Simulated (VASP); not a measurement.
# SiC3 (R3m) in VASP: a series of runs, part 2 of 2

VASP 6.6.1.

### 3 Single point, PBE (volume changed by +3%)

Input file INCAR:

```
SYSTEM = SiC3
  ALGO = Normal
  EDIFF = 1E-6
  ENCUT = 520
  GGA = PE
  ISIF = 2
  ISMEAR = 0
  LASPH = .TRUE.
  LCHARG = .FALSE.
  LREAL = .FALSE.
  LWAVE = .FALSE.
  NBANDS = 16
  NELM = 60
  PREC = Accurate
  SIGMA = 0.01
```

Input file KPOINTS:

```
k-points
0
G
  8 8 8
  0 0 0
```

Input file POSCAR:

```
SiC3
1.0
    1.4332373542      0.8274799722      4.7407163071
   -1.4332373542      0.8274799722      4.7407163071
    0.0000000000     -1.6549599445      4.7407163071
C Si
3 1
Direct
    1.0086192312      0.0086192312      0.0086192312
    0.4883538732      0.4883538732      0.4883538732
    0.3791214684      0.3791214684      0.3791214684
    0.8739054272      0.8739054272      0.8739054272
```

Potentials or basis: VASP PAW PBE potentials, release 64 (C, Si).

Run with:

```console
$ cat potpaw_PBE.64/C/POTCAR potpaw_PBE.64/Si/POTCAR > POTCAR
$ mpirun -np 1 vasp_std > vasp.out
```

OUTCAR:

```text
SYSTEM = SiC3
   EDIFF = 1E-6
   ENCUT = 520
   GGA = PE
   ISIF = 2
   ISMEAR = 0
   LASPH = .TRUE.
   LREAL = .FALSE.
   NELM = 60
   PREC = Accurate

 ion  position               nearest neighbor table
   1  0.009  0.009  0.009-   3 1.74   3 1.74   3 1.74   4 1.92
   2  0.488  0.488  0.488-   3 1.55   4 1.81   4 1.81   4 1.81
   3  0.379  0.379  0.379-   2 1.55   1 1.74   1 1.74   1 1.74
   4  0.874  0.874  0.874-   2 1.81   2 1.81   2 1.81   1 1.92

  LATTYP: Found a trigonal (rhomboedric) cell.
 ALAT       =     5.0212830554
 COS(alpha) =     0.8370565808

  Lattice vectors:

 A1 = (   1.4332373542,   0.8274799722,   4.7407163071)
 A2 = (  -1.4332373542,   0.8274799722,   4.7407163071)
 A3 = (   0.0000000000,  -1.6549599445,   4.7407163071)

Analysis of symmetry for initial positions (statically):
=====================================================================
 Subroutine PRICEL returns:
 Original cell was already a primitive cell.

 Routine SETGRP: Setting up the symmetry group for a
 trigonal (rhombohedral) supercell.
[... 173 lines left out ...]

 val. band max:        8.7048235533   @ k =   0.0000   0.0000   0.0000
 cond. band min:      10.2182786896   @ k =   0.5000   0.5000   0.0000
 fundamental gap:      1.5134551364
 Fermi energy:         8.8312729887

 k-point     1 :       0.0000    0.0000    0.0000
  band No.  band energies     occupation
      1      -9.4386      2.00000
      2      -4.8869      2.00000
      3      -2.3818      2.00000
      4       5.8799      2.00000
      5       5.8799      2.00000
      6       7.6456      2.00000
[... 433 lines left out ...]
      3      -0.3339      2.00000
      4       2.0135      2.00000
      5       4.7445      2.00000
      6       5.0169      2.00000
[... 8 lines left out ...]
     15      19.1192      0.00000
     16      20.1395      0.00000

 [... further k-points ...]

------------------------ aborting loop because EDIFF is reached ----------------------------------------

  FORCE on cell =-STRESS in cart. coord.  units (eV):
  Direction    XX          YY          ZZ          XY          YZ          ZX
  --------------------------------------------------------------------------------------
  -------------------------------------------------------------------------------------
  Total       -1.5012155     -1.5012155     -1.8133254      0.0000000      0.0000000      0.0000000
  in kB      -71.2988938    -71.2988938    -86.1222784      0.0000000      0.0000000      0.0000000
  external PRESSURE =     -76.2400220 kB  Pullay stress =       0.0000000 kB

 VOLUME and BASIS-vectors are now :
 -----------------------------------------------------------------------------
  energy-cutoff  :      520.00
  volume of cell :       33.73
      direct lattice vectors                 reciprocal lattice vectors
     1.433237354  0.827479972  4.740716307     0.348860570  0.201414744  0.070312862
    -1.433237354  0.827479972  4.740716307    -0.348860570  0.201414744  0.070312862
     0.000000000 -1.654959945  4.740716307     0.000000000 -0.402829488  0.070312862

 POSITION                                       TOTAL-FORCE (eV/Angst)
 -----------------------------------------------------------------------------------
      0.00000     -0.00000      0.12258         0.000000      0.000000     -0.077755
      0.00000     -0.00000      6.94544         0.000000     -0.000000      0.104905
      0.00000     -0.00000      5.39192         0.000000     -0.000000      0.166056
      0.00000     -0.00000     12.42881         0.000000      0.000000     -0.193205
 -----------------------------------------------------------------------------------
    total drift:                                0.000000     -0.000000     -0.000094

  FREE ENERGIE OF THE ION-ELECTRON SYSTEM (eV)
  ---------------------------------------------------
  free  energy   TOTEN  =       -31.0182749142 eV

  energy  without entropy=      -31.0182749142  energy(sigma->0) =      -31.01827491
```

OSZICAR:

```text
N       E                     dE             d eps       ncg     rms          rms(c)
DAV:   1     0.225716721046E+02    0.22572E+02   -0.74271E+03  2080   0.916E+02
DAV:   2    -0.311464022571E+02   -0.53718E+02   -0.48648E+02  2976   0.161E+02
DAV:   3    -0.333332104833E+02   -0.21868E+01   -0.21773E+01  2712   0.295E+01
DAV:   4    -0.333463360680E+02   -0.13126E-01   -0.13123E-01  2640   0.282E+00
DAV:   5    -0.333464555846E+02   -0.11952E-03   -0.11951E-03  2616   0.248E-01    0.104E+01
DAV:   6    -0.311713711975E+02    0.21751E+01   -0.29177E+00  2640   0.142E+01    0.474E+00
DAV:   7    -0.310438351734E+02    0.12754E+00   -0.10543E+00  2808   0.689E+00    0.250E+00
DAV:   8    -0.310204536806E+02    0.23381E-01   -0.83723E-02  2592   0.209E+00    0.501E-01
DAV:   9    -0.310179175039E+02    0.25362E-02   -0.16538E-02  2696   0.109E+00    0.164E-01
DAV:  10    -0.310182174856E+02   -0.29998E-03   -0.21193E-03  2752   0.329E-01    0.517E-02
DAV:  11    -0.310182584500E+02   -0.40964E-04   -0.76360E-05  2720   0.671E-02    0.265E-02
DAV:  12    -0.310182743793E+02   -0.15929E-04   -0.25087E-05  2880   0.431E-02    0.753E-03
DAV:  13    -0.310182749142E+02   -0.53486E-06   -0.30714E-06  2392   0.128E-02
   1 F= -.31018275E+02 E0= -.31018275E+02  d E =-.797708E-74
```

stdout:

```text
POSCAR found type information on POSCAR C Si
 POSCAR found :  2 types and       4 ions
 scaLAPACK will be used
 LDA part: xc-table for (Slater+PW92), standard interpolation
 POSCAR, INCAR and KPOINTS ok, starting setup
 FFT: planning ... GRIDC
 FFT: planning ... GRID_SOFT
 FFT: planning ... GRID
 WAVECAR not read
 entering main loop
```

Wall time 2.2 min (1 thread of Intel Xeon 8259CL, shared host); peak memory 0.23 GiB.

Results:

| Quantity | Value |
| --- | --- |
| Free energy | -31.0183 eV |
| Pressure | -7.6 GPa |
| Largest force | 0.193 eV/Å |
| Band gap on the k mesh | 1.51 eV, indirect (least direct gap 3.11 eV) |

Forces on the atoms (eV/Å):
```
C    0.000  0.000 -0.078
C    0.000  0.000  0.105
C    0.000  0.000  0.166
Si   0.000  0.000 -0.193
```

Levels at points of the mesh, in eV from the valence-band top:
| k point | band 4 | band 5 | band 6 | band 7 | band 8 | band 9 | band 10 | band 11 | band 12 | band 13 |
| --- | --- | --- | --- | --- | --- | --- | --- | --- | --- | --- |
| (0.00, 0.00, 0.00) | -2.82 | -2.82 | -1.06 | 0.00 | 0.00 | 3.39 | 4.54 | 4.54 | 4.64 | 7.80 |
| (0.50, 0.00, 0.00) | -7.95 | -6.47 | -5.01 | -4.86 | -2.37 | 3.08 | 3.97 | 6.11 | 8.56 | 8.64 |
| (0.50, 0.50, 0.00) | -9.47 | -5.30 | -5.17 | -2.36 | -1.60 | 1.51 | 2.51 | 6.00 | 6.23 | 6.54 |
| (0.50, 0.50, 0.50) | -4.97 | -2.74 | -2.74 | -0.35 | -0.35 | 3.49 | 5.11 | 5.11 | 5.33 | 8.64 |

 A k mesh can miss the band edges.
